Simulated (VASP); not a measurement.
Write the native input for VASP 6.6.1 that does the following.

```
Task                   : single point
Functional             : PBE
Potentials or basis    : VASP PAW PBE potentials, release 64 (Mg, O)
Cutoff                 : 520 eV
k mesh                 : 8 × 8 × 6
Occupations            : gaussian, width 0.05 eV
Spin                   : no spin polarisation
Dipole correction      : no
Further INCAR settings : ALGO = Normal; EDIFF = 1e-06; NBANDS = 16
```

The structure of MgO lies in POSCAR:

```
MgO
1.0
    0.0000000000     -2.1269229054     -2.1269229054
    0.0000000000      2.1269229054     -2.1269229054
    4.2538458108      0.0000000000      0.0000000000
Mg O
2 2
Direct
    0.4911844478      0.5088155522      0.5000000000
    0.0088155522     -0.0088155522      0.0000000000
    0.5043184594      0.4956815406      0.0000000000
   -0.0043184594      0.0043184594      0.5000000000
```

This cell differs from its parent crystal: mode 4 (279.6 1/cm) frozen in, largest displacement +0.037 Å.

One way to write it, as run:

INCAR

```
PREC = Accurate
ENCUT = 520
EDIFF = 1E-6
ISMEAR = 0
SIGMA = 0.05
LREAL = False
LASPH = True
NELM = 60
ALGO = Normal
ISIF = 2
LWAVE = False
LCHARG = False
GGA = PE
NBANDS = 16
```

KPOINTS

```
regular mesh
0
Gamma
  8 8 6
```

Potentials or basis: VASP PAW PBE potentials, release 64 (Mg, O).

Launch:

```sh
$ cat potpaw_PBE.64/Mg/POTCAR potpaw_PBE.64/O/POTCAR > POTCAR
$ mpirun -np 1 vasp_std > vasp.out
```

Results of the run:

```json
{
  "Pressure": "-0.7 GPa",
  "Largest force": "0.264 eV/Å",
  "Band gap on the k mesh": "4.44 eV"
}
```

Caveat: the cell differs from its parent crystal (mode 4 (279.6 1/cm) frozen in, largest displacement +0.037 Å).

Run time: 24 s on 1 thread of Intel(R) Xeon(R) Platinum 8259CL CPU @ 2.50GHz (Skylake/Cascade Lake) (shared host), peak memory 0.18 GiB.
